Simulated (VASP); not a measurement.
Wanted: the native input for a VASP 6.6.1 run.

```yaml
Task: single point
Functional: BLYP
Potentials_or_basis: VASP PAW PBE potentials, release 64 (Re)
Cutoff: 520 eV
k_mesh: 13 × 13 × 13
Occupations: fermi-dirac, width 0.1 eV
Spin: no spin polarisation
Dipole_correction: no
Further_INCAR_settings: ALGO = Normal; EDIFF = 1e-06; NBANDS = 10
```

The structure of Re lies in POSCAR:

```
Re
1.0
    2.6171816759      0.0000000000      0.0000000000
    0.0000000000      2.6171816759      0.0000000000
    0.0000000000      0.0000000000      2.6171816759
Re
1
Direct
    0.0000000000      0.0000000000      0.0000000000
```

This isn't the form of Re at room conditions, which is hcp.

The input as run:

INCAR

```
SYSTEM = Re
PREC = Accurate
ENCUT = 520
EDIFF = 1E-6
ISMEAR = -1
SIGMA = 0.1
LREAL = .False.
LASPH = .True.
NELM = 60
ALGO = Normal
ISIF = 2
LWAVE = .False.
LCHARG = .False.
GGA = B5
ALDAX = 1.0
AGGAX = 1.0
AGGAC = 1.0
ALDAC = 0.0
NBANDS = 10
```

KPOINTS

```
Automatic mesh
0
Gamma
  13 13 13
  0 0 0
```

Potentials or basis: VASP PAW PBE potentials, release 64 (Re).

Run with:

```bash
$ cat potpaw_PBE.64/Re/POTCAR > POTCAR
$ mpirun -np 1 vasp_std > vasp.out
```

It gave:

```
Pressure               : 0.7 GPa
Band gap on the k mesh : zero (an odd number of electrons rules out a gap without spin polarisation)
```

Caveat: the PAW data sets were made with another functional, which shifts forces and pressure a little; spin-orbit coupling is left out, which moves the levels of the heavy elements.

Wall time 9.7 s on 1 thread of Intel(R) Xeon(R) Platinum 8375C CPU @ 2.90GHz (Ice Lake), on a shared host, peak memory 0.13 GiB.
